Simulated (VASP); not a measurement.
# Mg2C3 (Cm) in VASP: single point with r2SCAN

Aim: the single point of Mg2C3 with r2SCAN.

Program: VASP 6.6.1. These are calculated values, not measurements. Logs are shortened: lines on timing, memory, paths and dates and some standing lists are left out, and cuts for length are marked.

## Step 1: The cell of the first run

The structure is monoclinic, space group Cm (No. 8). The conventional cell has a = 4.774 Å, b = 4.679 Å, c = 5.011 Å, α = 90.00°, β = 104.31°, γ = 90.00°. Within 3.5 Å of Mg (site symmetry m) lie 11 C at 2.23 to 3.44 Å and 9 Mg at 3.02 to 3.34 Å. Mg (site symmetry m) has 11 C at 2.26 to 3.44 Å and 9 Mg at 3.02 to 3.34 Å within 3.5 Å. Within 1.7 Å of C (site symmetry m) lie 1 C at 1.29 Å. Within 1.8 Å of C (site symmetry m) lie 1 C at 1.32 Å. Within 1.7 Å of C (site symmetry m) lie 2 C at 1.29 to 1.32 Å.

## Step 2: Single point, r2SCAN (atom 3 (C) moved +0.033 Å towards its neighbour atom 5 (C) at 1.323 Å)

The input, POSCAR:

```
Mg2C3
1.0
    2.3870223790     -2.3394118729     -0.0063441741
    2.3870223790      2.3394118729     -0.0063441741
   -1.2253611782      0.0000000000      4.8584158892
Mg C
2 3
Direct
    0.8082382625      0.8082382625      0.1984312469
    0.1917617375      0.1917617375      0.8015687531
    0.3090982514      0.3090982514      0.2674686242
    0.6958309255      0.6958309255      0.7385354501
    0.5000000000      0.5000000000      0.5000000000
```

The input, INCAR.step1:

```
SYSTEM = Mg2C3
  PREC = Accurate
  ENCUT = 660
  ISMEAR = 0
  SIGMA = 0.05
  LREAL = .FALSE.
  LASPH = .TRUE.
  NELM = 120
  NBANDS = 24
  GGA = PE
  ALGO = Normal
  EDIFF = 1E-5
  LWAVE = .TRUE.
  LCHARG = .FALSE.
  GGA_COMPAT = .FALSE.
```

The input, INCAR.step2:

```
SYSTEM = Mg2C3
  PREC = Accurate
  ENCUT = 660
  EDIFF = 1E-6
  ISMEAR = 0
  SIGMA = 0.05
  LREAL = .FALSE.
  LASPH = .TRUE.
  NELM = 120
  ALGO = Normal
  ISIF = 2
  LWAVE = .FALSE.
  LCHARG = .FALSE.
  METAGGA = R2SCAN
  LMIXTAU = .TRUE.
  NBANDS = 24
  ISTART = 1
  GGA_COMPAT = .FALSE.
```

The input, KPOINTS:

```
Automatic mesh
0
G
  8 8 6
  0 0 0
```

Potentials or basis: VASP PAW PBE potentials, release 64 (Mg_sv, C).

The run is started by

```bash
cat potpaw_PBE.64/Mg_sv/POTCAR potpaw_PBE.64/C/POTCAR > POTCAR
cp INCAR.step1 INCAR
mpirun -np 1 vasp_std > vasp.out
cp INCAR.step2 INCAR
mpirun -np 1 vasp_std > vasp.out
```

OUTCAR:

```text
SYSTEM = Mg2C3
   PREC = Accurate
   ENCUT = 660
   EDIFF = 1E-6
   ISMEAR = 0
   LREAL = .FALSE.
   LASPH = .TRUE.
   NELM = 120
   ISIF = 2
   METAGGA = R2SCAN
   ISTART = 1

 ion  position               nearest neighbor table
   1  0.808  0.808  0.198-
   2  0.192  0.192  0.802-
   3  0.309  0.309  0.267-   5 1.29
   4  0.696  0.696  0.739-   5 1.32
   5  0.500  0.500  0.500-   3 1.29   4 1.32

  LATTYP: Found a base centered monoclinic cell.
 ALAT       =     4.7740616194
 B/A-ratio  =     0.9800509752
 C/A-ratio  =     1.0495382641
 COS(beta)  =    -0.2471319189

  Lattice vectors:

 A1 = (   2.3870223790,  -2.3394118729,  -0.0063441741)
 A2 = (   2.3870223790,   2.3394118729,  -0.0063441741)
 A3 = (  -1.2253611782,   0.0000000000,   4.8584158892)

Analysis of symmetry for initial positions (statically):
=====================================================================
 Subroutine PRICEL returns:
 Original cell was already a primitive cell.

 Routine SETGRP: Setting up the symmetry group for a
 base centered monoclinic supercell.

 Subroutine GETGRP returns: Found  2 space group operations
 (whereof  2 operations were pure point group operations)
 out of a pool of  4 trial point group operations.

The static configuration has the point symmetry C_1h.

Analysis of symmetry for dynamics (positions and initial velocities):
=====================================================================
 Subroutine PRICEL returns:
 Original cell was already a primitive cell.

 Routine SETGRP: Setting up the symmetry group for a
 base centered monoclinic supercell.

 Subroutine GETGRP returns: Found  2 space group operations
 (whereof  2 operations were pure point group operations)
 out of a pool of  4 trial point group operations.

The dynamic configuration has the point symmetry C_1h.

 Subroutine INISYM returns: Found  2 space group operations
 (whereof  2 operations are pure point group operations),
 and found     1 'primitive' translations

----------------------------------------------------------------------------------------

                                     Primitive cell
[... 92 lines left out ...]
   LNONCOLLINEAR =      F non collinear calculations
   LSORBIT =      F    spin-orbit coupling
   LASPH  =      T    aspherical Exc in radial PAW
   ENCUT  =  660.0 eV  48.51 Ry    6.96 a.u.   7.00  7.00 10.50*2*pi/ulx,y,z
   NELM   =    120;   NELMIN=  2; NELMDL=  0     # of ELM steps
   EDIFF  = 0.1E-05   stopping-criterion for ELM
   LREAL  =      F    real-space projection
   EDIFFG = 0.1E-04   stopping-criterion for IOM
   NSW    =      0    number of steps for IOM
   IBRION =     -1    ionic relax: 0-MD 1-quasi-New 2-CG
   NFREE  =      0    steps in history (QN), initial steepest desc. (CG)
   ISIF   =      2    stress and relaxation
   ISYM   =      2    0-nonsym 1-usesym 2-fastsym
   POTIM  = 0.5000    time-step for ionic-motion
   TEBEG  =    0.0;   TEEND  =   0.0 temperature during run
   PSTRESS=    0.0 pullay stress
   NELECT =      32.0000    total number of electrons
   NUPDOWN=      -1.0000    fix difference up-down
   EMIN   =  10.00;   EMAX   =-10.00  energy-range for DOS
   EFERMI =   0.00;   METHOD = LEGACY
   ISMEAR =     0;   SIGMA  =   0.05  broadening in eV -4-tet -1-fermi 0-gaus
   EFERMI_NEDOS =   21; number of points for ismear=-14 and -15
   IALGO  =     38    algorithm
   IMIX   =      4    mixing-type and parameters
     AMIX     =   0.40;   BMIX     =  1.00
     AMIX_MAG =   1.60;   BMIX_MAG =  1.00
  volume/ion in A,a.u.               =      10.84        73.19
  Fermi-wavevector in a.u.,A,eV,Ry     =   1.373175  2.594925 25.655282  1.885610
  Thomas-Fermi vector in A             =   2.498716
   LORBIT       =      0    0 simple, 1 ext, 2 COOP (PROOUT), +10 PAW based schemes
   METAGGA = R2SCAN    functional components
   LHFCALC =     F    Hartree Fock is set to
   AEXX    =    0.0000 exact exchange contribution
   IVDW    =     0    specifies the selected vdW correction
   LEPSILON=     F    determine dielectric tensor
   LRPA    =     F    only Hartree local field effects (RPA)
 non-spin polarized calculation
 Gauss-broadening in eV      SIGMA  =   0.05
  energy-cutoff  :      660.00
  volume of cell :       54.22
 maximum number of plane-waves:      2110
   NGX = 13   NGY = 13   NGZ = 21

 number of electron      32.0000010 magnetization

 Free energy of the ion-electron system (eV)
  ---------------------------------------------------
  ext. energy  EPLUGINS =         0.00000000
  ---------------------------------------------------
  free energy    TOTEN  =       -37.67066470 eV

  energy without entropy =      -37.67066470  energy(sigma->0) =      -37.67066470

 E-fermi :   4.8928     XC(G=0): -11.2537

 val. band max:        4.5175579624   @ k =   0.0000   0.0000   0.5000
 cond. band min:       6.4477561750   @ k =   0.5000   0.5000   0.0000
 fundamental gap:      1.9301982125
 Fermi energy:         4.8927594983

 k-point     1 :       0.0000    0.0000    0.0000
  band No.  band energies     occupation
      1     -73.8629      2.00000
      2     -73.7793      2.00000
      3     -39.0112      2.00000
      4     -38.9768      2.00000
      5     -38.9563      2.00000
      6     -38.9332      2.00000
[... 637 lines left out ...]
     23      14.7000      0.00000
     24      15.7367      0.00000

 [... further k-points ...]

------------------------ aborting loop because EDIFF is reached ----------------------------------------

  FORCE on cell =-STRESS in cart. coord.  units (eV):
  Direction    XX          YY          ZZ          XY          YZ          ZX
  --------------------------------------------------------------------------------------
  -------------------------------------------------------------------------------------
  Total        0.3666457     -0.2899314      1.7704111      0.0000000      0.0000000      1.1975445
  in kB       10.8332955     -8.5666128     52.3104020      0.0000000      0.0000000     35.3838906
  external PRESSURE =      18.1923616 kB  Pullay stress =       0.0000000 kB

 VOLUME and BASIS-vectors are now :
 -----------------------------------------------------------------------------
  energy-cutoff  :      660.00
  volume of cell :       54.22
      direct lattice vectors                 reciprocal lattice vectors
     2.387022379 -2.339411873 -0.006344174     0.209606493 -0.213728932  0.052865721
     2.387022379  2.339411873 -0.006344174     0.209606493  0.213728932  0.052865721
    -1.225361178  0.000000000  4.858415889     0.000547413  0.000000000  0.205966472

 POSITION                                       TOTAL-FORCE (eV/Angst)
 -----------------------------------------------------------------------------------
      3.61542      0.00000      0.95381        -0.002999      0.000000     -0.007628
     -0.06673      0.00000      3.89192         0.044507      0.000000      0.063238
      1.14790      0.00000      1.29555        -1.020832      0.000000     -1.845312
      2.41696      0.00000      3.57928         0.182472      0.000000      0.358993
      1.77434      0.00000      2.42286         0.796853      0.000000      1.430708
 -----------------------------------------------------------------------------------
    total drift:                                0.008093      0.000000      0.003857

  FREE ENERGIE OF THE ION-ELECTRON SYSTEM (eV)
  ---------------------------------------------------
  free  energy   TOTEN  =       -37.6706646998 eV

  energy  without entropy=      -37.6706646998  energy(sigma->0) =      -37.67066470
```

Run time: 3.8 min. Hardware: 1 thread of Intel Xeon 6975P-C (Granite Rapids), shared host; peak memory 0.3 GiB.

Results:

```
Free energy            : -37.6707 eV
Pressure               : 1.8 GPa
Largest force          : 2.109 eV/Å
Band gap on the k mesh : 1.93 eV (least direct gap 2.70 eV)
```

Forces on the atoms (eV/Å):
```
Mg  -0.003  0.000 -0.008
Mg   0.045  0.000  0.063
C   -1.021  0.000 -1.845
C    0.182  0.000  0.359
C    0.797  0.000  1.431
```

Stress tensor (GPa, compression positive):
```
 1.08  0.00  3.54
 0.00 -0.86  0.00
 3.54  0.00  5.23
```

Caveat: the cell differs from its parent crystal (atom 3 (C) moved +0.033 Å towards its neighbour atom 5 (C) at 1.323 Å); the PAW data sets were made with another functional, which shifts forces and pressure a little. A k mesh can miss the band edges.
